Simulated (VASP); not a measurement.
Here is a VASP 6.6.1 calculation.

Contents of INCAR:

```
PREC = Accurate
ENCUT = 520
EDIFF = 1E-6
ISMEAR = -1
SIGMA = 0.05
LREAL = F
LASPH = T
NELM = 60
ALGO = Normal
ISIF = 2
LWAVE = F
LCHARG = F
GGA = PE
NBANDS = 24
```

Contents of KPOINTS:

```
regular mesh
0
Gamma
  7 7 6
```

Contents of POSCAR:

```
TaN
1.0
    3.7348830425      0.0000000000      0.0000000000
    0.0000000000      3.7348830425      0.0000000000
    0.0000000000      0.0000000000      4.6499381386
Ta N
2 2
Direct
    0.0000000000      0.5000000000      0.0000000000
    0.5000000000      0.0000000000      0.5000000000
    0.0000000000      0.0000000000      0.2500000000
    0.0000000000      0.0000000000      0.7500000000
```

Potentials or basis: VASP PAW PBE potentials, release 64 (Ta_pv, N).

Command:

```bash
$ cat potpaw_PBE.64/Ta_pv/POTCAR potpaw_PBE.64/N/POTCAR > POTCAR
$ mpirun -np 1 vasp_std > vasp.out
```

What does it give for the band gap on the k mesh?

Zero (band 16 reaches 4.83 eV, above the bottom of band 17 at 4.23 eV).

Predict the pressure.

-26.9 GPa.

Stress tensor (GPa, compression positive):
```
-37.24   0.00   0.00
  0.00 -37.24   0.00
  0.00   0.00  -6.35
```

Caveat: spin-orbit coupling is left out, which moves the levels of the heavy elements.
